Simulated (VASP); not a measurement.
# Al9H in VASP: a series of runs

Al9H is run at these levels: PBE; tasks: single point.

Everything below comes from runs of VASP 6.6.1. Logs are shortened: lines on timing, memory, paths and dates and some standing lists are left out, and cuts for length are marked.

### 1 The cell of the first run

The cell holds a slab with vacuum, 10 atoms: a = 2.854 Å, b = 9.808 Å, c = 21.790 Å, α = 90.00°, β = 90.00°, γ = 98.37°.

### 2 Single point, PBE

INCAR reads:

```
SYSTEM = Al9H
PREC     = Accurate       ! precision mode
ENCUT    = 520            ! plane-wave cutoff, eV
EDIFF    = 1E-7           ! SCF threshold, eV
ISMEAR   = 0              ! smearing method
SIGMA    = 0.1            ! smearing width, eV
LREAL    = .False.        ! projectors in reciprocal space
LASPH    = .True.         ! aspherical terms in the spheres
NELM     = 80             ! most SCF steps
ALGO     = Normal         ! electronic algorithm
ISIF     = 2              ! what is computed and relaxed
LWAVE    = .False.        ! write WAVECAR
LCHARG   = .False.        ! write CHGCAR
LDIPOL   = .True.       
IDIPOL   = 3            
DIPOL    = 0.5 0.5 0.307
GGA      = PE             ! functional
NBANDS   = 25             ! bands
```

KPOINTS reads:

```
regular mesh
0
Gamma
  9 3 1
  0 0 0
```

POSCAR reads:

```
Al9H
1.0
    2.8543223330      0.0000000000      0.0000000000
   -1.4271611665      9.7033329366      0.0000000000
    0.0000000000      0.0000000000     21.7902708969
Al H
9 1
Direct
    0.5324485604      0.0648971207      0.1835681630
    0.6709687938      0.3419375876      0.2292758741
    0.2986728405      0.5973456810      0.2384174163
    0.9263768872      0.8527537744      0.2475589585
    0.0639738222      0.1277383808      0.2937147080
    0.1995905480      0.4042696935      0.3452583266
    0.8288544886      0.6597110299      0.3524478004
    0.4526361687      0.9111292155      0.3607640453
    0.5925232094      0.1814597089      0.4034034702
    0.9675232094      0.5564597089      0.4121229580
```

Potentials or basis: VASP PAW PBE potentials, release 64 (Al, H).

Launch:

```
cat potpaw_PBE.64/Al/POTCAR potpaw_PBE.64/H/POTCAR > POTCAR
mpirun -np 1 vasp_std > vasp.out
```

OUTCAR:

```text
SYSTEM = Al9H
   PREC = Accurate
   ENCUT = 520
   EDIFF = 1E-7
   ISMEAR = 0
   LREAL = .False.
   LASPH = .True.
   NELM = 80
   ISIF = 2
   GGA = PE

 ion  position               nearest neighbor table
   1  0.532  0.065  0.184-   5 2.86   5 2.86   2 2.87   4 2.87   4 2.87
   2  0.671  0.342  0.229-   1 2.87   3 2.87   3 2.87   5 2.89   5 2.89   6 2.96   6 2.97
   3  0.299  0.597  0.238-   4 2.87   4 2.87   2 2.87   2 2.87   7 2.93   7 2.93   6 2.99
   4  0.926  0.853  0.248-   5 2.85   3 2.87   3 2.87   1 2.87   1 2.87   8 2.90   8 2.91   7 2.96

   5  0.064  0.128  0.294-   9 2.83   9 2.83   4 2.85   1 2.86   1 2.86   2 2.89   2 2.89   6 2.91
                             8 2.93   8 2.93
   6  0.200  0.404  0.345-   7 2.86   7 2.87   9 2.88   9 2.89   5 2.91   2 2.96   2 2.97   3 2.99

   7  0.829  0.660  0.352-  10 1.73   8 2.83   8 2.83   6 2.86   6 2.87   3 2.93   3 2.93   4 2.96

   8  0.453  0.911  0.361-   9 2.78   7 2.83   7 2.83   4 2.90   4 2.91   5 2.93   5 2.93
   9  0.593  0.181  0.403-   8 2.78   5 2.83   5 2.83   6 2.88   6 2.89
  10  0.968  0.556  0.412-   7 1.73

  LATTYP: Found a base centered orthorhombic cell.
 ALAT       =     2.8543223330
 B/A-ratio  =     6.7990449603
 C/A-ratio  =     7.6341311018

  Lattice vectors:

 A1 = (   1.4271611665,  -9.7033329366,   0.0000000000)
 A2 = (   1.4271611665,   9.7033329366,   0.0000000000)
 A3 = (   0.0000000000,   0.0000000000,  21.7902708969)

Analysis of symmetry for initial positions (statically):
=====================================================================
 Subroutine PRICEL returns:
 Original cell was already a primitive cell.

 Routine SETGRP: Setting up the symmetry group for a
 base centered orthorhombic supercell.

 Subroutine GETGRP returns: Found  1 space group operations
 (whereof  1 operations were pure point group operations)
 out of a pool of  8 trial point group operations.

The static configuration has the point symmetry C_1 .

Analysis of symmetry for dynamics (positions and initial velocities):
=====================================================================
 Subroutine PRICEL returns:
 Original cell was already a primitive cell.

 Routine SETGRP: Setting up the symmetry group for a
 base centered orthorhombic supercell.

 Subroutine GETGRP returns: Found  1 space group operations
 (whereof  1 operations were pure point group operations)
 out of a pool of  8 trial point group operations.

The dynamic configuration has the point symmetry C_1 .

 Subroutine INISYM returns: Found  1 space group operations
 (whereof  1 operations are pure point group operations),
 and found     1 'primitive' translations

----------------------------------------------------------------------------------------

                                     Primitive cell

  volume of cell :     603.5129

  direct lattice vectors                    reciprocal lattice vectors
     2.854322333  0.000000000  0.000000000     0.350345856  0.051528686  0.000000000
    -1.427161166  9.703332937  0.000000000     0.000000000  0.103057373  0.000000000
     0.000000000  0.000000000 21.790270897     0.000000000  0.000000000  0.045892041

  length of vectors
     2.854322333  9.807724460 21.790270897     0.354114987  0.103057373  0.045892041

  position of ions in fractional coordinates (direct lattice)
     0.532448560  0.064897121  0.183568163
     0.670968794  0.341937588  0.229275874
     0.298672840  0.597345681  0.238417416
     0.926376887  0.852753774  0.247558959
     0.063973822  0.127738381  0.293714708
     0.199590548  0.404269693  0.345258327
     0.828854489  0.659711030  0.352447800
     0.452636169  0.911129215  0.360764045
     0.592523209  0.181459709  0.403403470
     0.967523209  0.556459709  0.412122958

  ion indices of the primitive-cell ions
   primitive index   ion index
                 1           1
                 2           2
                 3           3
                 4           4
                 5           5
                 6           6
                 7           7
                 8           8
                 9           9
                10          10

----------------------------------------------------------------------------------------

 KPOINTS: regular mesh

Automatic generation of k-mesh.
 Grid dimensions read from file:
 generate k-points for:    9    3    1

 Generating k-lattice:

  Cartesian coordinates                     Fractional coordinates (reciprocal lattice)
     0.038927317  0.005725410  0.000000000     0.111111111  0.000000000  0.000000000
     0.000000000  0.034352458  0.000000000     0.000000000  0.333333333  0.000000000
     0.000000000  0.000000000  0.045892041     0.000000000  0.000000000  1.000000000

  Length of vectors
     0.039346110  0.034352458  0.045892041

  Shift w.r.t. Gamma in fractional coordinates (k-lattice)
     0.000000000  0.000000000  0.000000000

 -----------------------------------------------------------------------------
|                                                                             |
|           W    W    AA    RRRRR   N    N  II  N    N   GGGG   !!!           |
|           W    W   A  A   R    R  NN   N  II  NN   N  G    G  !!!           |
|           W    W  A    A  R    R  N N  N  II  N N  N  G       !!!           |
|           W WW W  AAAAAA  RRRRR   N  N N  II  N  N N  G  GGG   !            |
|           WW  WW  A    A  R   R   N   NN  II  N   NN  G    G                |
|           W    W  A    A  R    R  N    N  II  N    N   GGGG   !!!           |
|                                                                             |
|     Your reciprocal lattice and k-lattice belong to different lattice       |
|     classes:                                                                |
|                                                                             |
|        The reciprocal lattice is base centered orthorhombic,                |
|        whereas your k-lattice is simple monoclinic.                         |
|                                                                             |
|     Results are often still useful ...                                      |
|                                                                             |
 -----------------------------------------------------------------------------

 WARNING: IBZKPT: internal override: KBLOWUP is changed to .FALSE.
      ... skipping the blow-up phase ...

 Subroutine IBZKPT returns following result:
 ===========================================

 Found     14 irreducible k-points:

 Following reciprocal coordinates:
            Coordinates               Weight
  0.000000  0.000000  0.000000      1.000000
  0.111111  0.000000  0.000000      2.000000
  0.222222  0.000000  0.000000      2.000000
  0.333333 -0.000000  0.000000      2.000000
  0.444444  0.000000  0.000000      2.000000
  0.000000  0.333333  0.000000      2.000000
  0.111111  0.333333  0.000000      2.000000
  0.222222  0.333333  0.000000      2.000000
  0.333333  0.333333  0.000000      2.000000
  0.444444  0.333333  0.000000      2.000000
 -0.444444  0.333333  0.000000      2.000000
 -0.333333  0.333333  0.000000      2.000000
 -0.222222  0.333333  0.000000      2.000000
 -0.111111  0.333333  0.000000      2.000000
   k-points           NKPTS =     14   k-points in BZ     NKDIM =     14   number of bands    NBANDS=     25
   number of dos      NEDOS =    301   number of ions     NIONS =     10
   total plane-waves  NPLWV = 311040
   dimension x,y,z NGX =    24 NGY =   80 NGZ =  162
   dimension x,y,z NGXF=    48 NGYF=  160 NGZF=  324
   ions per type =               9   1
   NGX,Y,Z   is equivalent  to a cutoff of  13.98, 13.56, 12.36 a.u.
   NGXF,Y,Z  is equivalent  to a cutoff of  27.96, 27.12, 24.72 a.u.
 SYSTEM =  Al9H
   PREC   = accura    normal or accurate (medium, high low for compatibility)
   ISTART =      0    job   : 0-new  1-cont  2-samecut
   ICHARG =      2    charge: 1-file 2-atom 10-const
   ISPIN  =      1    spin polarized calculation?
   LNONCOLLINEAR =      F non collinear calculations
   LSORBIT =      F    spin-orbit coupling
   LASPH  =      T    aspherical Exc in radial PAW
   ENCUT  =  520.0 eV  38.22 Ry    6.18 a.u.   5.31 18.24 40.52*2*pi/ulx,y,z
   NELM   =     80;   NELMIN=  2; NELMDL= -5     # of ELM steps
   EDIFF  = 0.1E-06   stopping-criterion for ELM
   LREAL  =      F    real-space projection
   EDIFFG = 0.1E-05   stopping-criterion for IOM
   NSW    =      0    number of steps for IOM
   IBRION =     -1    ionic relax: 0-MD 1-quasi-New 2-CG
   NFREE  =      0    steps in history (QN), initial steepest desc. (CG)
   ISIF   =      2    stress and relaxation
   ISYM   =      2    0-nonsym 1-usesym 2-fastsym
   POTIM  = 0.5000    time-step for ionic-motion
   TEBEG  =    0.0;   TEEND  =   0.0 temperature during run
   PSTRESS=    0.0 pullay stress
   NELECT =      28.0000    total number of electrons
   NUPDOWN=      -1.0000    fix difference up-down
   EMIN   =  10.00;   EMAX   =-10.00  energy-range for DOS
   EFERMI =   0.00;   METHOD = LEGACY
   ISMEAR =     0;   SIGMA  =   0.10  broadening in eV -4-tet -1-fermi 0-gaus
   EFERMI_NEDOS =   21; number of points for ismear=-14 and -15
   IALGO  =     38    algorithm
   IMIX   =      4    mixing-type and parameters
     AMIX     =   0.40;   BMIX     =  1.00
     AMIX_MAG =   1.60;   BMIX_MAG =  1.00
  volume/ion in A,a.u.               =      60.35       407.27
  Fermi-wavevector in a.u.,A,eV,Ry     =   0.588255  1.111640  4.708207  0.346043
  Thomas-Fermi vector in A             =   1.635447
   LORBIT       =      0    0 simple, 1 ext, 2 COOP (PROOUT), +10 PAW based schemes
   GGA     = PE    functional components
   LHFCALC =     F    Hartree Fock is set to
   AEXX    =    0.0000 exact exchange contribution
   IVDW    =     0    specifies the selected vdW correction
   LEPSILON=     F    determine dielectric tensor
   LRPA    =     F    only Hartree local field effects (RPA)
 non-spin polarized calculation
 Gauss-broadening in eV      SIGMA  =   0.10
  energy-cutoff  :      520.00
  volume of cell :      603.51
 maximum number of plane-waves:     16329
 NGX is ok and might be reduce to    24
   NGX = 11   NGY = 37   NGZ = 81

 dipolmoment           0.000000      0.000000     -0.077619 electrons x Angstroem

 number of electron      28.0000000 magnetization

 dipolmoment           0.000000      0.000000      0.031395 electrons x Angstroem

 Free energy of the ion-electron system (eV)
  ---------------------------------------------------
  ext. energy  EPLUGINS =         0.00000000
  ---------------------------------------------------
  free energy    TOTEN  =       -33.58862116 eV

  energy without entropy =      -33.56251851  energy(sigma->0) =      -33.57556984

 E-fermi :  -1.0997     XC(G=0):  -3.4871

 val. band max:       -1.1342654339   @ k =   0.4444   0.0000   0.0000
 cond. band min:      -1.0962066524   @ k =  -0.1111   0.3333   0.0000
 fundamental gap:      0.0380587814
 Fermi energy:        -1.0997155695

 k-point     1 :       0.0000    0.0000    0.0000
  band No.  band energies     occupation
      1     -11.2120      2.00000
      2      -9.8292      2.00000
      3      -9.5108      2.00000
      4      -8.9341      2.00000
      5      -7.7972      2.00000
      6      -7.0024      2.00000
[... 381 lines left out ...]
     24       3.0328      0.00000
     25       3.2945      0.00000

------------------------ aborting loop because EDIFF is reached ----------------------------------------

 vacuum level on the upper side and lower side of the slab       (xc-potential included)         0.055        -0.142

  FORCE on cell =-STRESS in cart. coord.  units (eV):
  Direction    XX          YY          ZZ          XY          YZ          ZX
  --------------------------------------------------------------------------------------
  -------------------------------------------------------------------------------------
  Total       -6.5893164     -4.1022273     -1.1953152      1.0008739      0.0638369     -0.1783009
  in kB      -17.4930029    -10.8903973     -3.1732658      2.6570723      0.1694711     -0.4733446
  external PRESSURE =     -10.5188886 kB  Pullay stress =       0.0000000 kB

 VOLUME and BASIS-vectors are now :
 -----------------------------------------------------------------------------
  energy-cutoff  :      520.00
  volume of cell :      603.51
      direct lattice vectors                 reciprocal lattice vectors
     2.854322333  0.000000000  0.000000000     0.350345856  0.051528686  0.000000000
    -1.427161166  9.703332937  0.000000000     0.000000000  0.103057373  0.000000000
     0.000000000  0.000000000 21.790270897     0.000000000  0.000000000  0.045892041

 POSITION                                       TOTAL-FORCE (eV/Angst)
 -----------------------------------------------------------------------------------
      1.42716      0.62972      4.00000         0.019822      0.153822      0.064245
      1.42716      3.31793      4.99598         0.023224     -0.130784      0.028263
     -0.00000      5.79624      5.19518         0.007915     -0.032647      0.328951
      1.42716      8.27455      5.39438         0.003753      0.022320     -0.232149
      0.00030      1.23949      6.40012        -0.026360      0.016366     -0.038560
     -0.00726      3.92276      7.52327        -0.173495     -0.328961      0.029642
      1.42430      6.40140      7.67993         0.189610      0.212078      0.285132
     -0.00836      8.84099      7.86115         0.014896     -0.109610      0.025501
      1.43228      1.76076      8.79027         0.006727      0.092091     -0.048403
      1.96747      5.39951      8.98027        -0.066091      0.105325     -0.442622
 -----------------------------------------------------------------------------------
    total drift:                               -0.000047      0.000024     -0.000061

  FREE ENERGIE OF THE ION-ELECTRON SYSTEM (eV)
  ---------------------------------------------------
  free  energy   TOTEN  =       -33.5886211593 eV

  energy  without entropy=      -33.5625185112  energy(sigma->0) =      -33.57556984

 vacuum level on the upper side and lower side of the slab         3.168         2.963
```

It took 4.8 min on 1 thread of AMD EPYC 9R45 (Zen 5), shared host; peak memory 0.66 GiB.

What came out:

```
Free energy            : -33.5886 eV
Largest force          : 0.460 eV/Å
Band gap on the k mesh : zero (band 14 reaches -0.82 eV, above the bottom of band 15 at -1.45 eV)
```

Forces in eV/Å, atoms in the order of the input:
```
Al   0.020  0.154  0.064
Al   0.023 -0.131  0.028
Al   0.008 -0.033  0.329
Al   0.004  0.022 -0.232
Al  -0.026  0.016 -0.039
Al  -0.173 -0.329  0.030
Al   0.190  0.212  0.285
Al   0.015 -0.110  0.026
Al   0.007  0.092 -0.048
H   -0.066  0.105 -0.443
```

(Continued in part 2 of 2.)
